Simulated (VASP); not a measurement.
# Ir: electric field gradients with PBE

The system is Ir.

```
Ir
1.0
     2.77578    0.00000    0.00000
    -1.38789    2.40390    0.00000
     0.00000    0.00000    4.49574
Ir
2
Direct
  0.33333 0.66667 0.25000
  0.66667 0.33333 0.75000
```

This isn't the form of Ir at room conditions, which is fcc.

```
Program                : VASP 6.6.1
Task                   : electric field gradients
Functional             : PBE
Potentials or basis    : VASP PAW PBE potentials, release 64 (Ir)
Cutoff                 : 520 eV
k mesh                 : 15 × 15 × 8
Occupations            : fermi-dirac, width 0.03 eV
Spin                   : no spin polarisation
Dipole correction      : no
Further INCAR settings : ALGO = Normal; EDIFF = 1e-08; NBANDS = 16
```

The pressure is -9.0 GPa, the band gap on the k mesh is zero (bands 9 and 10 overlap by 2.97 eV) and the largest electric field gradient by atom is Ir +3.2 V/Å².

Levels at points of the mesh, in eV from the Fermi level:
```
           k point  band 6  band 7  band 8  band 9  band 10  band 11  band 12  band 13
(0.00, 0.00, 0.00)   -2.92   -2.92   -2.20   -2.20    -0.65     0.24     0.24     6.57
(0.00, 0.00, 0.50)   -3.64   -3.64   -3.64   -0.45    -0.45    -0.45    -0.45    13.51
```

Electric field gradients, principal values (V/Å²):
| atom | least | middle | greatest (by size) |
| --- | --- | --- | --- |
| 1 Ir | -1.614 | -1.614 | 3.227 |
| 2 Ir | -1.614 | -1.614 | 3.227 |

Wall time 100 s on 1 thread of Intel Xeon 8259CL (shared host), peak memory 0.2 GiB.

Caveat: the cell stands under tension; without QUAD_EFG the Cq values of the log hold for a quadrupole moment of 1 mb, not for the nuclei; spin-orbit coupling is left out, which moves the levels of the heavy elements.
